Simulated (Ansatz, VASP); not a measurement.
## LiCl in VASP and in Ansatz

INCAR

```
PREC     = Accurate       # precision mode
ENCUT    = 600            # plane-wave cutoff, eV
EDIFF    = 1E-6           # SCF threshold, eV
ISMEAR   = 0              # smearing method
SIGMA    = 0.1            # smearing width, eV
LREAL    = F              # projectors in reciprocal space
LASPH    = T              # aspherical terms in the spheres
NELM     = 60             # most SCF steps
ALGO     = Normal         # electronic algorithm
ISIF     = 3              # what is computed and relaxed
LWAVE    = F              # write WAVECAR
LCHARG   = F              # write CHGCAR
GGA      = PE             # functional
IBRION   = 2              # ionic algorithm
NSW      = 100            # ionic steps
EDIFFG   = -0.015         # ionic threshold
```

The input KPOINTS:

```
regular mesh
0
Gamma
  4 4 4
```

Contents of POSCAR:

```
LiCl
1.0
   -2.0852393928      3.6675548747     -0.0323917064
    0.0356262285     -0.0267671600      5.2452510500
    6.2303633792      3.6529162746      0.0239087267
Li Cl
4 4
Direct
    0.5054051421      0.2508947521      0.1627456937
   -0.0101741853      0.2408945221      0.6689154573
   -0.0004402504      0.7423195789      0.3366914213
    0.4967989662      0.7635894550      0.8320438694
    0.4871956425      0.7496614707      0.1651981846
    0.0104318549      0.7554043810      0.6660852702
   -0.0034678034      0.2433514793      0.3382704816
    0.5142506334      0.2538843609      0.8300496220
```

Input for Ansatz:

```yaml
crystal:
  lattice:
    - [-2.0852393928, 3.6675548747, -0.0323917064]
    - [0.0356262285, -0.02676716, 5.24525105]
    - [6.2303633792, 3.6529162746, 0.0239087267]
  atoms:
    - { symbol: Li, position: [0.5054051421, 0.2508947521, 0.1627456937] }
    - { symbol: Li, position: [-0.0101741853, 0.2408945221, 0.6689154573] }
    - { symbol: Li, position: [-0.0004402504, 0.7423195789, 0.3366914213] }
    - { symbol: Li, position: [0.4967989662, 0.763589455, 0.8320438694] }
    - { symbol: Cl, position: [0.4871956425, 0.7496614707, 0.1651981846] }
    - { symbol: Cl, position: [0.0104318549, 0.755404381, 0.6660852702] }
    - { symbol: Cl, position: [-0.0034678034, 0.2433514793, 0.3382704816] }
    - { symbol: Cl, position: [0.5142506334, 0.2538843609, 0.830049622] }
basis:
  ecutwfc: 420
kpoints:
  mp_grid: { grid: [4, 4, 4] }
hamiltonian:
  xc: pbe
scf:
  occupations: { method: gaussian, width: 0.1 }
output:
  forces: true
  stress: true
  eigenvalues: true
relax:
  adjacent_minimum: "off"
  f_tol: 0.015
  max_steps: 120
  cell: { stress_tol: 0.15 }
```

Change from the starting cell: hexagonal BN type (P6_3/mmc, No. 194); cell x2, atoms moved at random (sigma 0.05 Å) and cell strained at random (1.5 %), then relaxed without symmetry.

Alike in both runs: task relaxation of cell and atoms; functional PBE; k mesh 4 × 4 × 4; occupations gaussian, width 0.1 eV; no spin polarisation.

```csv
,VASP,Ansatz
version,VASP 6.6.1,Ansatz 0.2.0
potentials or method,"VASP PAW PBE potentials, release 64 (Li_sv, Cl), cutoff 600 eV","scalar-relativistic, plane waves, PAW"
valence electrons in the cell,40,40
```

|  | VASP | Ansatz | Ansatz less VASP |
| --- | --- | --- | --- |
| gap on the k mesh at the Fermi level, each at its own relaxed structure (eV) | 5.59 | 5.58 | -0.014 |
| relaxed volume (Å³/atom) | 20.02 | 20.08 | +0.061 |
| relaxed length of the cell vector where the two differ most in proportion (Å) | 4.183 | 4.197 | +0.0144 |

Noted on VASP's run: the cutoff is under 1.25 times that of the potentials, so the pressure is a little rough.
